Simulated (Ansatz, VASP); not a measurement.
# Two plane-wave programs on Mg5CdTe6

File INCAR:

```
PREC = Accurate
ENCUT = 520
EDIFF = 1E-6
ISMEAR = 0
SIGMA = 0.1
LREAL = F
LASPH = T
NELM = 80
ALGO = Normal
ISIF = 2
LWAVE = F
LCHARG = T
GGA = PE
LELF = T
LVHAR = T
NBANDS = 41
```

The input KPOINTS:

```
regular mesh
0
Gamma
  4 4 1
```

The input POSCAR:

```
Mg5CdTe6
1.0
    4.6198091000      0.0000000000      0.0000000000
    0.0000000000      4.6198091000      0.0000000000
    0.0000000000      0.0000000000     19.5474596000
Mg Cd Te
5 1 6
Direct
    0.0000000000      0.0000000000      0.8314080000
    0.5000000000      0.5000000000      0.6656840000
    0.0000000000      0.0000000000      0.5000000000
    0.5000000000      0.5000000000      0.3343160000
    0.0000000000      0.0000000000      0.1685920000
    0.5000000000      0.5000000000      0.0000000000
    0.5000000000      0.0000000000      0.5828390000
    0.0000000000      0.5000000000      0.4171610000
    0.5000000000      0.0000000000      0.2514470000
    0.0000000000      0.5000000000      0.0862670000
    0.5000000000      0.0000000000      0.9137330000
    0.0000000000      0.5000000000      0.7485530000
```

Input for Ansatz:

```yaml
crystal:
  lattice:
    - [4.6198091, 0.0, 0.0]
    - [0.0, 4.6198091, 0.0]
    - [0.0, 0.0, 19.5474596]
  atoms:
    - { symbol: Mg, position: [0.0, 0.0, 0.831408] }
    - { symbol: Mg, position: [0.5, 0.5, 0.665684] }
    - { symbol: Mg, position: [0.0, 0.0, 0.5] }
    - { symbol: Mg, position: [0.5, 0.5, 0.334316] }
    - { symbol: Mg, position: [0.0, 0.0, 0.168592] }
    - { symbol: Cd, position: [0.5, 0.5, 0.0] }
    - { symbol: Te, position: [0.5, 0.0, 0.582839] }
    - { symbol: Te, position: [0.0, 0.5, 0.417161] }
    - { symbol: Te, position: [0.5, 0.0, 0.251447] }
    - { symbol: Te, position: [0.0, 0.5, 0.086267] }
    - { symbol: Te, position: [0.5, 0.0, 0.913733] }
    - { symbol: Te, position: [0.0, 0.5, 0.748553] }
basis:
  ecutwfc: 420
kpoints:
  mp_grid: { grid: [4, 4, 1] }
hamiltonian:
  xc: pbe
scf:
  occupations: { method: gaussian, width: 0.1 }
  lower_state_search: "off"
output:
  forces: true
  stress: true
  eigenvalues: true
```

Alike in both runs: task single point; functional PBE; k mesh 4 × 4 × 1; occupations gaussian, width 0.1 eV; no spin polarisation.

```csv
,VASP,Ansatz
version,VASP 6.6.1,Ansatz 0.2.0
potentials or method,"VASP PAW PBE potentials, release 64 (Mg, Cd, Te), cutoff 520 eV","scalar-relativistic, plane waves, PAW"
valence electrons in the cell,58,166
```

VASP gave:

```
gap on the k mesh at the Fermi level (eV)                     : 1.89
least direct gap on the mesh (eV)                             : 1.89
pressure (GPa)                                                : 0.0
traceless stress, the component that is largest in VASP (GPa) : -0.10
rms of the force components (eV/Å)                            : 0.007
```

Q: What did Ansatz give for the same quantities?

A: gap on the k mesh at the Fermi level (eV): 1.90; least direct gap on the mesh (eV): 1.90; pressure (GPa): 0.0; traceless stress, the component that is largest in VASP (GPa): -0.10; rms of the force components (eV/Å): 0.003.

Atom by atom the forces differ by 0.004 eV/Å (rms over components). VASP's potentials hold 58 valence electrons a cell and Ansatz's 166, so a difference there can come from the potentials and not from the codes.

Neither program's run includes spin-orbit coupling.
